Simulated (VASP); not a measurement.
Set up this calculation in VASP 6.6.1, as the native input.

| Item | Value |
| --- | --- |
| Task | single point |
| Functional | r2SCAN |
| Potentials or basis | VASP PAW PBE potentials, release 64 (In_d, P) |
| Cutoff | 520 eV |
| k mesh | 8 × 8 × 8 |
| Occupations | gaussian, width 0.05 eV |
| Spin | no spin polarisation |
| Dipole correction | no |
| Further INCAR settings | ALGO = Normal; EDIFF = 1e-06; NBANDS = 16 |

The system is InP.

```xyz
2
Lattice="0.0000 3.0422 2.9093 3.0422 0.0000 2.9093 3.0422 3.0422 0.0000" Properties=species:S:1:pos:R:3 pbc="T T T"
In    0.0000    0.0000    0.0000
P     4.5633    4.5633    4.3639
```

This cell differs from its parent crystal: strain +0.030 along x and y, -0.015 along z.

The input as run:

POSCAR

```
InP
1.0
    0.0000000000      3.0421759819      2.9092653808
    3.0421759819      0.0000000000      2.9092653808
    3.0421759819      3.0421759819      0.0000000000
In P
1 1
Direct
    0.0000000000      0.0000000000      0.0000000000
    0.7500000000      0.7500000000      0.7500000000
```

INCAR.step1

```
SYSTEM = InP
ALGO     = Normal         ! electronic algorithm
EDIFF    = 1E-4           ! SCF threshold, eV
ENCUT    = 520            ! plane-wave cutoff, eV
GGA      = PE             ! functional
ISMEAR   = 0              ! smearing method
LASPH    = .TRUE.         ! aspherical terms in the spheres
LCHARG   = .FALSE.        ! write CHGCAR
LREAL    = .FALSE.        ! projectors in reciprocal space
LWAVE    = .TRUE.         ! write WAVECAR
NBANDS   = 16             ! bands
NELM     = 80             ! most SCF steps
PREC     = Accurate       ! precision mode
SIGMA    = 0.05           ! smearing width, eV
```

INCAR.step2

```
SYSTEM = InP
ALGO     = Normal         ! electronic algorithm
EDIFF    = 1E-6           ! SCF threshold, eV
ENCUT    = 520            ! plane-wave cutoff, eV
ISIF     = 2              ! what is computed and relaxed
ISMEAR   = 0              ! smearing method
ISTART   = 1            
LASPH    = .TRUE.         ! aspherical terms in the spheres
LCHARG   = .FALSE.        ! write CHGCAR
LMIXTAU  = .TRUE.       
LREAL    = .FALSE.        ! projectors in reciprocal space
LWAVE    = .FALSE.        ! write WAVECAR
METAGGA  = R2SCAN         ! meta-GGA
NBANDS   = 16             ! bands
NELM     = 80             ! most SCF steps
PREC     = Accurate       ! precision mode
SIGMA    = 0.05           ! smearing width, eV
```

KPOINTS

```
k-points
0
G
  8 8 8
  0 0 0
```

Potentials or basis: VASP PAW PBE potentials, release 64 (In_d, P).

The run is started by

```console
$ cat potpaw_PBE.64/In_d/POTCAR potpaw_PBE.64/P/POTCAR > POTCAR
$ cp INCAR.step1 INCAR
$ mpirun -np 1 vasp_std > vasp.out
$ cp INCAR.step2 INCAR
$ mpirun -np 1 vasp_std > vasp.out
```

It gave:

The pressure is -2.9 GPa and the band gap on the k mesh is 0.63 eV.

Caveat: the cell differs from its parent crystal (strain +0.030 along x and y, -0.015 along z); semilocal functionals underestimate gaps, and a narrow one can read as zero; the PAW data sets were made with another functional, which shifts forces and pressure a little; spin-orbit coupling is left out, which moves the levels of the heavy elements.

Run time: 66 s on 1 thread of Intel(R) Xeon(R) Platinum 8559C (Emerald Rapids) (shared host), peak memory 0.21 GiB.
